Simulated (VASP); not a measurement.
A run of VASP 6.6.1 is set up as follows.

The input INCAR:

```
PREC = Accurate ; ENCUT = 520
EDIFF = 1E-7 ; ISMEAR = -1
SIGMA = 0.05 ; LREAL = Auto
LASPH = T ; NELM = 120
ALGO = Normal ; ISIF = 2
LWAVE = F ; LCHARG = F
GGA = PS ; IBRION = 2
NSW = 100 ; EDIFFG = -0.03
NELECT = 584.0 ; ISYM = -1
GGA_COMPAT = F ; NELMIN = 4
KPAR = 1
```

File KPOINTS:

```
explicit points
1
Reciprocal
  0.25000000   0.25000000   0.25000000 1
```

Contents of POSCAR:

```
Sn32C32F
1.0
   10.0679620000      0.0000000000      0.0000000000
    0.0000000000     10.0679620000      0.0000000000
    0.0000000000      0.0000000000     10.0679620000
Sn C F
32 32 1
Direct
    0.9989330000      0.9998020000      0.0011340000
    0.9986870000      0.0014220000      0.4974870000
    0.9972810000      0.5015880000      0.0005490000
    0.0008020000      0.5053350000      0.4977890000
    0.5022370000      0.0062810000      0.9991310000
    0.5009150000      0.0016180000      0.5004870000
    0.4971250000      0.5008060000      0.9988320000
    0.4998970000      0.5016740000      0.4978030000
    0.2468310000      0.2510210000      0.9996320000
    0.2501740000      0.2510560000      0.5005630000
    0.2469950000      0.7517990000      0.0031010000
    0.2534470000      0.7509260000      0.4963510000
    0.7500900000      0.2534480000      0.9974980000
    0.7512550000      0.2510770000      0.4993880000
    0.7450890000      0.7470950000      0.9996140000
    0.7518960000      0.7486000000      0.4992730000
    0.2473220000      0.9988100000      0.2505480000
    0.2507280000      0.9963950000      0.7501320000
    0.2492200000      0.4982810000      0.2486680000
    0.2488810000      0.4983760000      0.7522500000
    0.7512300000      0.0011520000      0.2500250000
    0.7501080000      0.9995100000      0.7511380000
    0.7482350000      0.5008290000      0.2512720000
    0.7493060000      0.5002110000      0.7504030000
    0.0005340000      0.2520290000      0.2522600000
    0.9977550000      0.2475250000      0.7505630000
    0.0023460000      0.7505640000      0.2533190000
    0.0016700000      0.7497760000      0.7494540000
    0.5005780000      0.2479440000      0.2496990000
    0.4967560000      0.2489760000      0.7465430000
    0.4998530000      0.7518490000      0.2524510000
    0.4986170000      0.7527240000      0.7525980000
    0.1265480000      0.1260650000      0.1265900000
    0.1258020000      0.1255760000      0.6237570000
    0.1283150000      0.6246240000      0.1231060000
    0.1227960000      0.6243140000      0.6223040000
    0.6241270000      0.1255160000      0.1237590000
    0.6221740000      0.1253560000      0.6238090000
    0.6209050000      0.6250150000      0.1245460000
    0.6233150000      0.6236290000      0.6221720000
    0.3751930000      0.3752440000      0.1255400000
    0.3754070000      0.3756350000      0.6266700000
    0.3742040000      0.8737900000      0.1259180000
    0.3774600000      0.8748230000      0.6242000000
    0.8748320000      0.3753260000      0.1263740000
    0.8739870000      0.3766110000      0.6253430000
    0.8743250000      0.8765990000      0.1253080000
    0.8753160000      0.8757200000      0.6253660000
    0.3780030000      0.1278900000      0.3787180000
    0.3771260000      0.1274700000      0.8742160000
    0.3756890000      0.6274610000      0.3729020000
    0.3733000000      0.6257270000      0.8731550000
    0.8751750000      0.1212940000      0.3806540000
    0.8777420000      0.1236320000      0.8748250000
    0.8755400000      0.6245920000      0.3728160000
    0.8739360000      0.6262140000      0.8740640000
    0.1254130000      0.3763090000      0.3739520000
    0.1227480000      0.3719730000      0.8759040000
    0.1270240000      0.8762860000      0.3730940000
    0.1227340000      0.8758490000      0.8740040000
    0.6248560000      0.3788950000      0.3772160000
    0.6260930000      0.3721860000      0.8749570000
    0.6243980000      0.8795020000      0.3814990000
    0.6252540000      0.8764710000      0.8751720000
    0.5016220000      0.4948580000      0.7497180000
```

Potentials or basis: VASP PAW PBE potentials, release 64 (Sn_d, C, F).

Launch:

```console
$ cat potpaw_PBE.64/Sn_d/POTCAR potpaw_PBE.64/C/POTCAR potpaw_PBE.64/F/POTCAR > POTCAR
$ mpirun -np 8 vasp_std > vasp.out
```

What does it give for the energy gained by relaxing?

20.6 meV/atom.

Final structure:
```
CELL_PARAMETERS angstrom
10.06796 0.00000 0.00000
0.00000 10.06796 0.00000
0.00000 0.00000 10.06796
ATOMIC_POSITIONS crystal
Sn 0.99986 0.00027 0.99987
Sn 0.99993 0.00048 0.50024
Sn 0.99964 0.50044 0.99993
Sn 0.99978 0.50047 0.50009
Sn 0.49977 0.00043 0.99991
Sn 0.49994 0.00042 0.50009
Sn 0.49977 0.50025 0.99673
Sn 0.49997 0.50069 0.50272
Sn 0.24962 0.25046 0.00000
Sn 0.24583 0.24646 0.49596
Sn 0.24521 0.75501 0.00448
Sn 0.24972 0.75047 0.50002
Sn 0.75439 0.24568 0.00452
Sn 0.74976 0.25040 0.50003
Sn 0.74966 0.75048 0.99996
Sn 0.75410 0.75492 0.49543
Sn 0.24990 0.00057 0.25018
Sn 0.24992 0.00046 0.75000
Sn 0.24990 0.50051 0.24992
Sn 0.25255 0.50076 0.75026
Sn 0.74972 0.00034 0.25010
Sn 0.74973 0.00037 0.75000
Sn 0.74967 0.50046 0.24984
Sn 0.74653 0.50026 0.74997
Sn 0.99993 0.25069 0.25017
Sn 0.99978 0.25044 0.75007
Sn 0.99976 0.75016 0.25001
Sn 0.99954 0.75032 0.75000
Sn 0.49983 0.25048 0.24997
Sn 0.50000 0.25336 0.75036
Sn 0.49961 0.75043 0.24975
Sn 0.49964 0.74723 0.74994
C 0.12452 0.12523 0.12520
C 0.12356 0.12420 0.62475
C 0.12320 0.62543 0.12636
C 0.12460 0.62554 0.62501
C 0.62487 0.12372 0.12653
C 0.62479 0.12546 0.62509
C 0.62452 0.62530 0.12469
C 0.63357 0.63424 0.61634
C 0.37469 0.37541 0.12474
C 0.36658 0.36730 0.61684
C 0.37458 0.87708 0.12649
C 0.37475 0.87533 0.62496
C 0.87631 0.37528 0.12649
C 0.87458 0.37536 0.62500
C 0.87492 0.87549 0.12517
C 0.87617 0.87693 0.62486
C 0.37463 0.12414 0.37377
C 0.37469 0.12547 0.87510
C 0.37465 0.62560 0.37485
C 0.36614 0.63429 0.88394
C 0.87501 0.12526 0.37493
C 0.87636 0.12366 0.87507
C 0.87616 0.62547 0.37342
C 0.87441 0.62522 0.87489
C 0.12362 0.37532 0.37370
C 0.12461 0.37547 0.87499
C 0.12449 0.87553 0.37471
C 0.12321 0.87679 0.87486
C 0.62485 0.37547 0.37490
C 0.63387 0.36649 0.88403
C 0.62470 0.87679 0.37335
C 0.62453 0.87528 0.87474
F 0.50106 0.50120 0.75130
```

Caveat: the cell carries a net charge on a neutralising background, which shifts energy and pressure.
